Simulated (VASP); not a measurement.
## CdS (rocksalt type): single point with r2SCAN

Crystal: CdS (rocksalt type).

```
Cd S
1.0
     0.00000    2.67106    2.67106
     2.67106    0.00000    2.67106
     2.67106    2.67106    0.00000
Cd S
1 1
Direct
  0.00000 0.00000 0.00000
  0.50000 0.50000 0.50000
```

```yaml
Program: VASP 6.6.1
Task: single point
Functional: r2SCAN
Potentials_or_basis: VASP PAW PBE potentials, release 64 (Cd, S)
Cutoff: 550 eV
k_mesh: 14 × 14 × 14
Occupations: fermi-dirac, width 0.05 eV
Spin: no spin polarisation
Dipole_correction: no
Further_INCAR_settings: ALGO = Normal; EDIFF = 1e-06; NBANDS = 16
```

The pressure is 6.5 GPa and the band gap on the k mesh is 0.72 eV (least direct gap 2.82 eV).

Levels at points of the mesh, in eV from the valence-band top:
```tsv
k point	band 6	band 7	band 8	band 9	band 10	band 11	band 12	band 13
(0.00, 0.00, 0.00)	-8.01	-0.92	-0.92	-0.92	1.90	9.74	9.74	9.74
(0.50, 0.00, 0.00)	-7.76	-5.23	0.00	0.00	4.00	6.40	6.40	8.17
(0.50, 0.50, 0.00)	-6.81	-4.81	-2.48	-2.48	0.72	6.32	11.23	12.79
```

It took 2.9 min on 1 thread of AMD EPYC 9R45 96-Core Processor (Zen 5) (shared host), peak memory 0.19 GiB.

Caveat: the cell stands under pressure; the PAW data sets were made with another functional, which shifts forces and pressure a little. A k mesh can miss the band edges.
